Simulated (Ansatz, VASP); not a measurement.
## One calculation of Al3GaO6, two programs

```xyz
10
Lattice="2.4356 1.4062 4.4147 -2.4356 1.4062 4.4147 0.0000 -2.8124 4.4147" Properties=species:S:1:pos:R:3 pbc="T T T"
Al    0.0000    0.0000   11.2845
Al    0.0000    0.0000    8.5619
Al    0.0000    0.0000    2.0002
Ga    0.0000    0.0000    4.7492
O    -0.9767   -1.4720    5.5204
O     1.7631   -0.1099    5.5204
O    -0.7864    1.5818    5.5204
O     0.9187    1.3883    7.6880
O    -1.6617    0.1014    7.6880
O     0.7430   -1.4898    7.6880
```

Alike in both runs: functional PBE; k mesh 6 × 6 × 6; occupations gaussian, width 0.1 eV; no spin polarisation.

Ansatz relaxed the structure, and its values are those at the end. VASP's run is a single point on that final structure, the one shown.

|  | VASP | Ansatz |
| --- | --- | --- |
| version | VASP 6.6.1 | Ansatz 0.2.0 |
| potentials or method | VASP PAW PBE potentials, release 64 (Al, Ga_d, O), cutoff 600 eV | scalar-relativistic, plane waves, PAW |
| valence electrons in the cell | 58 | 58 |

|  | VASP | Ansatz | Ansatz less VASP |
| --- | --- | --- | --- |
| gap on the k mesh at the Fermi level (eV) | 4.56 | 4.56 | +0.006 |
| least direct gap on the mesh (eV) | 4.63 | 4.63 | +0.005 |
| pressure (GPa) | -0.2 | 0.0 | +0.20 |
| rms of the force components (eV/Å) | 0.019 | 0.003 | -0.0161 |

With one functional, cell and mesh, what is left measures potentials, basis and numerics.
